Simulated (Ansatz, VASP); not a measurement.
**One calculation of Te, two programs**

```
CELL_PARAMETERS angstrom
4.32426 0.00000 0.00000
-2.16213 3.74492 0.00000
0.00000 0.00000 5.92500
ATOMIC_POSITIONS crystal
Te 0.74500 0.00000 0.33333
Te 0.00000 0.74500 0.66667
Te 0.25500 0.25500 0.00000
```

Change from the starting cell: equal xx and yy strain of -3 %, crystal datasets.

Alike in both runs: task electric field gradients; functional LDA; k mesh 9 × 9 × 6; occupations fermi-dirac, width 0.08 eV; no spin polarisation.

```csv
,VASP,Ansatz
version,VASP 6.6.1,Ansatz 0.2.0
potentials or method,"VASP PAW LDA potentials, release 64 (Te), cutoff 520 eV","all-electron PAW with datasets made for the crystal, scalar-relativistic"
```

Ansatz gave:

- pressure (GPa): 2.5
- traceless stress, the component that is largest in VASP (GPa): 0.99
- rms of the force components (eV/Å): 0.487
- size of Vzz on the site where it differs most (V/Å²): 557.6

Problem. Estimate VASP's values.

Solution. Pressure (GPa): 2.7; traceless stress, the component that is largest in VASP (GPa): 1.13; rms of the force components (eV/Å): 0.516; size of Vzz on the site where it differs most (V/Å²): 530.8.

LDA's correlation is that of Perdew and Zunger in VASP and of Perdew and Wang (1992) in Ansatz. Atom by atom the forces differ by 0.029 eV/Å (rms over components). Ansatz ran all-electron here, and VASP with PAW potentials.

Neither program's run includes spin-orbit coupling.
